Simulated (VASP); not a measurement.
A run of VASP 6.6.1 is set up as follows.

The input INCAR:

```
  PREC = Accurate
  ENCUT = 520
  EDIFF = 1E-7
  ISMEAR = -1
  SIGMA = 0.05
  LREAL = False
  LASPH = True
  NELM = 100
  ALGO = Normal
  ISIF = 2
  LWAVE = False
  LCHARG = False
  LDIPOL = True
  IDIPOL = 3
  DIPOL = 0.5 0.5 0.500
  GGA = PE
  NBANDS = 26
```

Contents of KPOINTS:

```
regular mesh
0
Gamma
  12 12 1
```

POSCAR

```
BN
1.0
    2.5039917043      0.0000000000      0.0000000000
   -1.2519958521      2.1685204268      0.0000000000
    0.0000000000      0.0000000000     24.9918000000
B N
4 4
Direct
    0.6666666667      0.3333333334      0.3000984323
    0.3333333333      0.6666666666      0.4333661441
    0.6666666667      0.3333333334      0.5666338559
    0.3333333333      0.6666666666      0.6999015677
    0.3333333333      0.6666666666      0.3000984323
    0.6666666667      0.3333333334      0.4333661441
    0.3333333333      0.6666666666      0.5666338559
    0.6666666667      0.3333333334      0.6999015677
```

Potentials or basis: VASP PAW PBE potentials, release 64 (B, N).

Launch:

```bash
$ cat potpaw_PBE.64/B/POTCAR potpaw_PBE.64/N/POTCAR > POTCAR
$ mpirun -np 1 vasp_std > vasp.out
```

(1) What does it give for the band gap on the k mesh?

(2) What does it give for the largest force?

Results:

(1) 4.33 eV, indirect (least direct gap 4.68 eV).

(2) 0.066 eV/Å.
